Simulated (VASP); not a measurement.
CdTe: electric field gradients with PBEsol

The system is CdTe.

```xyz
4
Lattice="3.0653 -3.0946 0.0000 3.0653 3.0946 0.0000 0.0000 0.0000 6.0297" Properties=species:S:1:pos:R:3 pbc="T T T"
Cd    3.0653    1.3800    4.5223
Cd    3.0653   -1.3800    1.5074
Te    3.0653   -1.6472    4.5223
Te    3.0653    1.6472    1.5074
```

This cell differs from its parent crystal: zz strain of -1 %.

| Quantity | Value |
| --- | --- |
| Program | VASP 6.6.1 |
| Task | electric field gradients |
| Functional | PBEsol |
| Potentials or basis | VASP PAW PBE potentials, release 64 (Cd, Te) |
| Cutoff | 520 eV |
| k mesh | 9 × 9 × 6 |
| Occupations | fermi-dirac, width 0.05 eV |
| Spin | no spin polarisation |
| Dipole correction | no |
| Further INCAR settings | ALGO = Normal; EDIFF = 1e-08; NBANDS = 26 |

```json
{"Pressure": "-2.6 GPa", "Largest force": "0.043 eV/Å", "Band gap on the k mesh": "zero (bands 18 and 19 overlap by 1.23 eV)", "Largest electric field gradient by atom": "Cd -11.2; Te -16.3 V/Å²"}
```

Forces in eV/Å, atoms in the order of the input:
```
Cd   0.000  0.030  0.000
Cd   0.000 -0.030  0.000
Te   0.000  0.043  0.000
Te   0.000 -0.043  0.000
```

Stress tensor (GPa, compression positive):
```
-2.89  0.00  0.00
 0.00 -2.88  0.00
 0.00  0.00 -2.03
```

Levels at points of the mesh, in eV from the Fermi level:
| k point | band 14 | band 15 | band 16 | band 17 | band 18 | band 19 | band 20 | band 21 | band 22 | band 23 |
| --- | --- | --- | --- | --- | --- | --- | --- | --- | --- | --- |
| (0.00, 0.00, 0.00) | -2.09 | -2.06 | -1.36 | -0.46 | -0.43 | -0.32 | 0.25 | 4.16 | 6.90 | 7.04 |
| (0.00, 0.00, 0.50) | -2.92 | -1.31 | -1.31 | -1.26 | -1.26 | 1.68 | 1.68 | 4.99 | 4.99 | 5.64 |

Electric field gradients, principal values (V/Å²):
```csv
atom,least,middle,greatest (by size)
1 Cd,3.046,8.196,-11.242
2 Cd,3.046,8.196,-11.242
3 Te,1.010,15.294,-16.303
4 Te,1.010,15.294,-16.303
```

Wall time 7.5 min on 1 thread of Intel Xeon 8259CL, with other jobs on the host, peak memory 0.4 GiB.

Caveat: the cell differs from its parent crystal (zz strain of -1 %); without QUAD_EFG the Cq values of the log hold for a quadrupole moment of 1 mb, not for the nuclei; the PAW data sets were made with another functional, which shifts forces and pressure a little; spin-orbit coupling is left out, which moves the levels of the heavy elements.
